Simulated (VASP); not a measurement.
Wanted: the native input for a VASP 6.6.1 run.

- Task: single point
- Functional: PBEsol
- Potentials or basis: VASP PAW PBE potentials, release 64 (Ge_d)
- Cutoff: 520 eV
- k mesh: 8 × 8 × 6
- Occupations: methfessel-paxton, width 0.1 eV
- Spin: no spin polarisation
- Dipole correction: no
- Further INCAR settings: ALGO = Normal; EDIFF = 1e-06; NBANDS = 21

The structure of Ge lies in POSCAR:

```
Ge
1.0
   -2.5771700000      2.7232100000      1.4254800000
    2.5399200000     -2.7117800000      1.3358000000
    2.4847100000      2.6193100000     -1.4044200000
Ge
2
Direct
    0.2552500000      0.7617100000      0.5039600000
    0.5008400000      0.4981200000      0.0065300000
```

These files were run (other wordings do the same):

INCAR

```
SYSTEM = Ge
ALGO = Normal ; EDIFF = 1E-6
ENCUT = 520 ; GGA = PS
ISIF = 2 ; ISMEAR = 1
LASPH = .TRUE. ; LCHARG = .FALSE.
LREAL = .FALSE. ; LWAVE = .FALSE.
NBANDS = 21 ; NELM = 100
PREC = Accurate ; SIGMA = 0.1
```

KPOINTS

```
k-points
0
G
  8 8 6
  0 0 0
```

Potentials or basis: VASP PAW PBE potentials, release 64 (Ge_d).

Run with:

```bash
$ cat potpaw_PBE.64/Ge_d/POTCAR > POTCAR
$ mpirun -np 1 vasp_std > vasp.out
```

It gave:

* Pressure: -0.3 GPa
* Largest force: 0.271 eV/Å
* Band gap on the k mesh: zero (bands 14 and 15 overlap by 5.19 eV)

Caveat: the stress differs along the axes, from -7 to 4 GPa; the PAW data sets were made with another functional, which shifts forces and pressure a little.

It took 68 s on 1 thread of Intel(R) Xeon(R) Platinum 8488C (Sapphire Rapids), on a shared host, peak memory 0.25 GiB.
